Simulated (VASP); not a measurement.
Wanted: the native input for a VASP 6.6.1 run.

- Task: relaxation of cell and atoms
- Functional: PBE
- Potentials or basis: VASP PAW PBE potentials, release 64 (Zr_sv, Si, O)
- Cutoff: 600 eV
- k mesh: 6 × 6 × 2
- Occupations: gaussian, width 0.1 eV
- Spin: no spin polarisation
- Dipole correction: no
- Further INCAR settings: ALGO = Normal; EDIFF = 1e-06; IBRION = 2; EDIFFG = -0.04; NSW = 90; ISIF = 3

The structure of Zr3SiO8 lies in POSCAR:

```
Zr3SiO8
1.0
    3.6363259000      0.0000000000      0.0000000000
    0.0000000000      3.6363259000      0.0000000000
    0.0000000000      0.0000000000     10.4698194700
Zr Si O
3 1 8
Direct
    0.0000000000      0.0000000000      0.5000000000
    0.5000000000      0.5000000000      0.2500000000
    0.5000000000      0.5000000000      0.7500000000
    0.0000000000      0.0000000000      0.0000000000
    0.0000000000      0.5000000000      0.1015000000
    0.0000000000      0.5000000000      0.6015000000
    0.0000000000      0.5000000000      0.3515000000
    0.0000000000      0.5000000000      0.8515000000
    0.5000000000      0.0000000000      0.1485000000
    0.5000000000      0.0000000000      0.6485000000
    0.5000000000      0.0000000000      0.3985000000
    0.5000000000      0.0000000000      0.8985000000
```

One way to write it, as run:

INCAR

```
ALGO = Normal
EDIFF = 1E-6
EDIFFG = -0.04
ENCUT = 600
GGA = PE
IBRION = 2
ISIF = 3
ISMEAR = 0
LASPH = True
LCHARG = False
LREAL = False
LWAVE = False
NELM = 80
NSW = 90
PREC = Accurate
SIGMA = 0.1
```

KPOINTS

```
k-points
0
Gamma
  6 6 2
```

Potentials or basis: VASP PAW PBE potentials, release 64 (Zr_sv, Si, O).

Launch:

```bash
$ cat potpaw_PBE.64/Zr_sv/POTCAR potpaw_PBE.64/Si/POTCAR potpaw_PBE.64/O/POTCAR > POTCAR
$ mpirun -np 1 vasp_std > vasp.out
```

Results of the run:

```
Relaxed volume                        : 11.01 Å³/atom
Relaxed cell                          : a = 3.505 Å, b = 3.505 Å, c = 10.760 Å, α = 90.00°, β = 90.00°, γ = 90.00°
Space group after relaxing (to 0.1 Å) : P-4m2 (No. 115)
Energy gained by relaxing             : 100.8 meV/atom
Ionic steps                           : 14
Pressure after relaxing               : 0.0 GPa
Largest force after relaxing          : 0.037 eV/Å
Band gap on the k mesh                : 1.63 eV
```

Wall time 20 min on 1 thread of Intel(R) Xeon(R) Platinum 8488C (Sapphire Rapids) (shared host), peak memory 0.36 GiB.
